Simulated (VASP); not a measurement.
# SiC (R3m) in VASP: a series of runs

SiC is run at these levels: PBE; tasks: single point.

Everything below comes from runs of VASP 6.6.1. Logs are shortened: lines on timing, memory, paths and dates and some standing lists are left out, and cuts for length are marked.

## Step 1: The cell of the first run

Symmetry: R3m, No. 160, trigonal system. Conventional cell: a = 3.075 Å, b = 3.075 Å, c = 7.531 Å, α = 90.00°, β = 90.00°, γ = 120.00°. Within 2.4 Å of Si (site symmetry 3m) lie 4 C at 1.83 to 2.05 Å. Within 2.4 Å of C (site symmetry 3m) lie 4 Si at 1.83 to 2.05 Å.

## Step 2: Single point, PBE (mode 4 (793.9 1/cm) frozen in, largest displacement -0.120 Å)

Contents of INCAR:

```
SYSTEM = SiC
PREC = Accurate ; ENCUT = 520
EDIFF = 1E-7 ; ISMEAR = 0
SIGMA = 0.05 ; LREAL = .False.
LASPH = .True. ; NELM = 80
ALGO = Normal ; ISIF = 2
LWAVE = .False. ; LCHARG = .True.
GGA = PE ; LELF = .True.
LVHAR = .True. ; NBANDS = 11
```

Contents of KPOINTS:

```
regular mesh
0
Gamma
  12 12 12
  0 0 0
```

Contents of POSCAR:

```
SiC
1.0
    0.0000000000      2.1740000000      2.1740000000
    2.1740000000      0.0000000000      2.1740000000
    2.1740000000      2.1740000000      0.0000000000
Si C
1 1
Direct
    0.0068145287      0.0068145287      0.0068145287
    0.7340657699      0.7340657699      0.7340657699
```

Potentials or basis: VASP PAW PBE potentials, release 64 (Si, C).

Run with:

```bash
$ cat potpaw_PBE.64/Si/POTCAR potpaw_PBE.64/C/POTCAR > POTCAR
$ mpirun -np 1 vasp_std > vasp.out
```

OUTCAR:

```text
SYSTEM = SiC
   PREC = Accurate
   ENCUT = 520
   EDIFF = 1E-7
   ISMEAR = 0
   LREAL = .False.
   LASPH = .True.
   NELM = 80
   ISIF = 2
   GGA = PE

 ion  position               nearest neighbor table
   1  0.007  0.007  0.007-   2 1.83   2 1.83   2 1.83   2 2.05
   2  0.734  0.734  0.734-   1 1.83   1 1.83   1 1.83   1 2.05

  LATTYP: Found a face centered cubic cell.
 ALAT       =     4.3480000000

  Lattice vectors:

 A1 = (   0.0000000000,   2.1740000000,   2.1740000000)
 A2 = (   2.1740000000,   0.0000000000,   2.1740000000)
 A3 = (   2.1740000000,   2.1740000000,   0.0000000000)

Analysis of symmetry for initial positions (statically):
=====================================================================
 Subroutine PRICEL returns:
 Original cell was already a primitive cell.

 Routine SETGRP: Setting up the symmetry group for a
 face centered cubic supercell.

 Subroutine GETGRP returns: Found  6 space group operations
 (whereof  6 operations were pure point group operations)
 out of a pool of 48 trial point group operations.

The static configuration has the point symmetry C_3v.

Analysis of symmetry for dynamics (positions and initial velocities):
=====================================================================
 Subroutine PRICEL returns:
 Original cell was already a primitive cell.

 Routine SETGRP: Setting up the symmetry group for a
 face centered cubic supercell.

 Subroutine GETGRP returns: Found  6 space group operations
 (whereof  6 operations were pure point group operations)
 out of a pool of 48 trial point group operations.

The dynamic configuration has the point symmetry C_3v.

 Subroutine INISYM returns: Found  6 space group operations
 (whereof  6 operations are pure point group operations),
 and found     1 'primitive' translations

----------------------------------------------------------------------------------------

                                     Primitive cell

  volume of cell :      20.5498

  direct lattice vectors                    reciprocal lattice vectors
     0.000000000  2.174000000  2.174000000    -0.229990800  0.229990800  0.229990800
     2.174000000  0.000000000  2.174000000     0.229990800 -0.229990800  0.229990800
     2.174000000  2.174000000  0.000000000     0.229990800  0.229990800 -0.229990800

  length of vectors
     3.074500285  3.074500285  3.074500285     0.398355752  0.398355752  0.398355752

  position of ions in fractional coordinates (direct lattice)
     0.006814529  0.006814529  0.006814529
     0.734065770  0.734065770  0.734065770

  ion indices of the primitive-cell ions
[... 79 lines left out ...]
   IBRION =     -1    ionic relax: 0-MD 1-quasi-New 2-CG
   NFREE  =      0    steps in history (QN), initial steepest desc. (CG)
   ISIF   =      2    stress and relaxation
   ISYM   =      2    0-nonsym 1-usesym 2-fastsym
   POTIM  = 0.5000    time-step for ionic-motion
   TEBEG  =    0.0;   TEEND  =   0.0 temperature during run
   PSTRESS=    0.0 pullay stress
   NELECT =       8.0000    total number of electrons
   NUPDOWN=      -1.0000    fix difference up-down
   EMIN   =  10.00;   EMAX   =-10.00  energy-range for DOS
   EFERMI =   0.00;   METHOD = LEGACY
   ISMEAR =     0;   SIGMA  =   0.05  broadening in eV -4-tet -1-fermi 0-gaus
   EFERMI_NEDOS =   21; number of points for ismear=-14 and -15
   IALGO  =     38    algorithm
   IMIX   =      4    mixing-type and parameters
     AMIX     =   0.40;   BMIX     =  1.00
     AMIX_MAG =   1.60;   BMIX_MAG =  1.00
  volume/ion in A,a.u.               =      10.27        69.34
  Fermi-wavevector in a.u.,A,eV,Ry     =   1.195369  2.258920 19.441458  1.428907
  Thomas-Fermi vector in A             =   2.331336
   LORBIT       =      0    0 simple, 1 ext, 2 COOP (PROOUT), +10 PAW based schemes
   GGA     = PE    functional components
   LHFCALC =     F    Hartree Fock is set to
   AEXX    =    0.0000 exact exchange contribution
   IVDW    =     0    specifies the selected vdW correction
   LEPSILON=     F    determine dielectric tensor
   LRPA    =     F    only Hartree local field effects (RPA)
 non-spin polarized calculation
 Gauss-broadening in eV      SIGMA  =   0.05
  energy-cutoff  :      520.00
  volume of cell :       20.55
 maximum number of plane-waves:       568
   NGX = 11   NGY = 11   NGZ = 11

 number of electron       8.0000000 magnetization

 Free energy of the ion-electron system (eV)
  ---------------------------------------------------
  ext. energy  EPLUGINS =         0.00000000
  ---------------------------------------------------
  free energy    TOTEN  =       -14.83063685 eV

  energy without entropy =      -14.83063685  energy(sigma->0) =      -14.83063685

 E-fermi :   9.2487     XC(G=0): -11.3882

 val. band max:        9.0165143777   @ k =   0.0000   0.0000   0.0000
 cond. band min:       9.4682588258   @ k =   0.5000   0.5000   0.0000
 fundamental gap:      0.4517444481
 Fermi energy:         9.2487170808

 k-point     1 :       0.0000    0.0000    0.0000
  band No.  band energies     occupation
      1      -7.2888      2.00000
      2       7.7115      2.00000
      3       7.7115      2.00000
      4       9.0165      2.00000
      5      14.3353      0.00000
      6      15.4177      0.00000
      7      15.7060      0.00000
      8      15.7060      0.00000
      9      22.6806      0.00000
     10      22.6806      0.00000
     11      24.2469      0.00000
[... 309 lines left out ...]
 k-point    24 :       0.4167    0.0833    0.0000
  band No.  band energies     occupation
      1      -4.4279      2.00000
      2       0.8001      2.00000
      3       6.3788      2.00000
      4       7.5262      2.00000
      5      13.7553      0.00000
      6      15.2777      0.00000
      7      16.3448      0.00000
      8      18.4372      0.00000
      9      21.9792      0.00000
     10      24.3737      0.00000
     11      25.3212      0.00000

 [... further k-points ...]
[... 5 lines left out ...]
  --------------------------------------------------------------------------------------
  -------------------------------------------------------------------------------------
  Total        0.9527172      0.9527172      0.9527172     -0.5344264     -0.5344264     -0.5344264
  in kB       74.2789904     74.2789904     74.2789904    -41.6667770    -41.6667770    -41.6667770
  external PRESSURE =      74.2789904 kB  Pullay stress =       0.0000000 kB

 VOLUME and BASIS-vectors are now :
 -----------------------------------------------------------------------------
  energy-cutoff  :      520.00
  volume of cell :       20.55
      direct lattice vectors                 reciprocal lattice vectors
     0.000000000  2.174000000  2.174000000    -0.229990800  0.229990800  0.229990800
     2.174000000  0.000000000  2.174000000     0.229990800 -0.229990800  0.229990800
     2.174000000  2.174000000  0.000000000     0.229990800  0.229990800 -0.229990800

 POSITION                                       TOTAL-FORCE (eV/Angst)
 -----------------------------------------------------------------------------------
      0.02963      0.02963      0.02963        -1.313618     -1.313618     -1.313618
      3.19172      3.19172      3.19172         1.313618      1.313618      1.313618
 -----------------------------------------------------------------------------------
    total drift:                                0.000051      0.000051      0.000051

  FREE ENERGIE OF THE ION-ELECTRON SYSTEM (eV)
  ---------------------------------------------------
  free  energy   TOTEN  =       -14.8306368534 eV

  energy  without entropy=      -14.8306368534  energy(sigma->0) =      -14.83063685
```

stdout:

```text
POSCAR found type information on POSCAR SiC
 POSCAR found :  2 types and       2 ions
 scaLAPACK will be used
 LDA part: xc-table for (Slater+PW92), standard interpolation
 POSCAR, INCAR and KPOINTS ok, starting setup
 FFT: planning ... GRIDC
 FFT: planning ... GRID_SOFT
 FFT: planning ... GRID
 WAVECAR not read
 entering main loop
```

It took 12 s on 1 thread of Intel Xeon 6975P-C (Granite Rapids), shared host; peak memory 0.16 GiB.

Results:

```
Free energy            : -14.8306 eV
Pressure               : 7.4 GPa
Largest force          : 2.275 eV/Å
Band gap on the k mesh : 0.45 eV, indirect (least direct gap 4.17 eV)
```

Forces on the atoms (eV/Å):
```
Si  -1.314 -1.314 -1.314
C    1.314  1.314  1.314
```

Caveat: the cell differs from its parent crystal (mode 4 (793.9 1/cm) frozen in, largest displacement -0.120 Å); forces of over 1 eV/Å act on the atoms, so gaps and moduli don't describe the material at rest. A k mesh can miss the band edges.

## Step 3: Single point, PBE (mode 4 (793.9 1/cm) frozen in, largest displacement +0.120 Å)

Contents of INCAR:

```
  PREC = Accurate
  ENCUT = 520
  EDIFF = 1E-6
  ISMEAR = 0
  SIGMA = 0.05
  LREAL = False
  LASPH = True
  NELM = 60
  ALGO = Normal
  ISIF = 2
  LWAVE = False
  LCHARG = False
  GGA = PE
  NBANDS = 11
```

Contents of KPOINTS:

```
Automatic mesh
0
Gamma
  12 12 12
```

Contents of POSCAR:

```
SiC
1.0
    0.0000000000      2.1740000000      2.1740000000
    2.1740000000      0.0000000000      2.1740000000
    2.1740000000      2.1740000000      0.0000000000
Si C
1 1
Direct
   -0.0068145287     -0.0068145287     -0.0068145287
    0.7659342301      0.7659342301      0.7659342301
```

Potentials or basis: VASP PAW PBE potentials, release 64 (Si, C).

Run with:

```bash
$ cat potpaw_PBE.64/Si/POTCAR potpaw_PBE.64/C/POTCAR > POTCAR
$ mpirun -np 1 vasp_std > vasp.out
```

OUTCAR:

```text
PREC = Accurate
   ENCUT = 520
   EDIFF = 1E-6
   ISMEAR = 0
   LREAL = False
   LASPH = True
   NELM = 60
   ISIF = 2
   GGA = PE

 ion  position               nearest neighbor table
   1  0.993  0.993  0.993-   2 1.71   2 1.95   2 1.95   2 1.95
   2  0.766  0.766  0.766-   1 1.71   1 1.95   1 1.95   1 1.95

  LATTYP: Found a face centered cubic cell.
 ALAT       =     4.3480000000

  Lattice vectors:

 A1 = (   0.0000000000,   2.1740000000,   2.1740000000)
 A2 = (   2.1740000000,   0.0000000000,   2.1740000000)
 A3 = (   2.1740000000,   2.1740000000,   0.0000000000)

Analysis of symmetry for initial positions (statically):
=====================================================================
 Subroutine PRICEL returns:
 Original cell was already a primitive cell.

 Routine SETGRP: Setting up the symmetry group for a
 face centered cubic supercell.

 Subroutine GETGRP returns: Found  6 space group operations
 (whereof  6 operations were pure point group operations)
 out of a pool of 48 trial point group operations.

The static configuration has the point symmetry C_3v.

Analysis of symmetry for dynamics (positions and initial velocities):
[... 163 lines left out ...]
 fundamental gap:      0.8522781998
 Fermi energy:         8.8619302778

 k-point     1 :       0.0000    0.0000    0.0000
  band No.  band energies     occupation
      1      -7.2988      2.00000
      2       7.1933      2.00000
      3       8.5975      2.00000
      4       8.5975      2.00000
      5      14.3764      0.00000
      6      15.3264      0.00000
      7      15.3264      0.00000
      8      16.0890      0.00000
      9      22.6573      0.00000
     10      22.6573      0.00000
     11      24.6636      0.00000
[... 309 lines left out ...]
 k-point    24 :       0.4167    0.0833    0.0000
  band No.  band energies     occupation
      1      -4.5106      2.00000
      2       1.0738      2.00000
      3       6.2314      2.00000
      4       7.3322      2.00000
      5      13.5879      0.00000
      6      14.8814      0.00000
      7      16.6301      0.00000
      8      18.5363      0.00000
      9      22.2007      0.00000
     10      24.5457      0.00000
     11      24.9995      0.00000

 [... further k-points ...]
[... 5 lines left out ...]
  --------------------------------------------------------------------------------------
  -------------------------------------------------------------------------------------
  Total        1.2080832      1.2080832      1.2080832      1.3464533      1.3464533      1.3464533
  in kB       94.1887057     94.1887057     94.1887057    104.9767842    104.9767842    104.9767842
  external PRESSURE =      94.1887057 kB  Pullay stress =       0.0000000 kB

 VOLUME and BASIS-vectors are now :
 -----------------------------------------------------------------------------
  energy-cutoff  :      520.00
  volume of cell :       20.55
      direct lattice vectors                 reciprocal lattice vectors
     0.000000000  2.174000000  2.174000000    -0.229990800  0.229990800  0.229990800
     2.174000000  0.000000000  2.174000000     0.229990800 -0.229990800  0.229990800
     2.174000000  2.174000000  0.000000000     0.229990800  0.229990800 -0.229990800

 POSITION                                       TOTAL-FORCE (eV/Angst)
 -----------------------------------------------------------------------------------
      4.31837      4.31837      4.31837         2.721861      2.721861      2.721861
      3.33028      3.33028      3.33028        -2.721861     -2.721861     -2.721861
 -----------------------------------------------------------------------------------
    total drift:                               -0.000066     -0.000066     -0.000066

  FREE ENERGIE OF THE ION-ELECTRON SYSTEM (eV)
  ---------------------------------------------------
  free  energy   TOTEN  =       -14.6926339672 eV

  energy  without entropy=      -14.6926339672  energy(sigma->0) =      -14.69263397
```

OSZICAR:

```text
N       E                     dE             d eps       ncg     rms          rms(c)
DAV:   1     0.431587875695E+01    0.43159E+01   -0.39820E+03  4313   0.615E+02
DAV:   2    -0.160438285272E+02   -0.20360E+02   -0.19148E+02  5181   0.110E+02
DAV:   3    -0.166903817806E+02   -0.64655E+00   -0.64540E+00  5114   0.165E+01
DAV:   4    -0.166928457379E+02   -0.24640E-02   -0.24638E-02  4742   0.129E+00
DAV:   5    -0.166928568834E+02   -0.11146E-04   -0.11145E-04  5123   0.809E-02    0.920E+00
DAV:   6    -0.147562752077E+02    0.19366E+01   -0.70044E+00  4566   0.119E+01    0.400E+00
DAV:   7    -0.147009442774E+02    0.55331E-01   -0.41364E-01  5028   0.372E+00    0.186E+00
DAV:   8    -0.146924300055E+02    0.85143E-02   -0.23056E-02  4635   0.101E+00    0.180E-01
DAV:   9    -0.146925247935E+02   -0.94788E-04   -0.18331E-03  5061   0.253E-01    0.116E-01
DAV:  10    -0.146926257338E+02   -0.10094E-03   -0.24946E-04  4566   0.999E-02    0.331E-02
DAV:  11    -0.146926335638E+02   -0.78300E-05   -0.30456E-05  5010   0.324E-02    0.115E-02
DAV:  12    -0.146926339672E+02   -0.40340E-06   -0.22954E-06  4562   0.103E-02
   1 F= -.14692634E+02 E0= -.14692634E+02  d E =-.231677E-16
```

stdout:

```text
POSCAR found type information on POSCAR SiC
 POSCAR found :  2 types and       2 ions
 scaLAPACK will be used
 LDA part: xc-table for (Slater+PW92), standard interpolation
 POSCAR, INCAR and KPOINTS ok, starting setup
 FFT: planning ... GRIDC
 FFT: planning ... GRID_SOFT
 FFT: planning ... GRID
 WAVECAR not read
 entering main loop
```

Wall time 13 s (1 thread of Intel Xeon 6975P-C (Granite Rapids), shared host); peak memory 0.16 GiB.

Results:

```
Free energy            : -14.6926 eV
Pressure               : 9.4 GPa
Largest force          : 4.714 eV/Å
Band gap on the k mesh : 0.85 eV, indirect (least direct gap 4.25 eV)
```

Forces in eV/Å, atoms in the order of the input:
```
Si   2.722  2.722  2.722
C   -2.722 -2.722 -2.722
```

Levels at points of the mesh, in eV from the valence-band top:
```tsv
k point	band 2	band 3	band 4	band 5	band 6	band 7
(0.00, 0.00, 0.00)	-1.40	0.00	0.00	5.78	6.73	6.73
(0.50, 0.00, 0.00)	-8.80	-2.14	-0.97	4.93	6.00	7.47
(0.50, 0.50, 0.50)	-9.58	-1.23	-1.23	5.06	7.13	7.13
(0.50, 0.50, 0.00)	-8.24	-3.77	-3.40	0.85	3.84	13.54
```

Caveat: the cell differs from its parent crystal (mode 4 (793.9 1/cm) frozen in, largest displacement +0.120 Å); forces of over 1 eV/Å act on the atoms, so gaps and moduli don't describe the material at rest. A k mesh can miss the band edges.
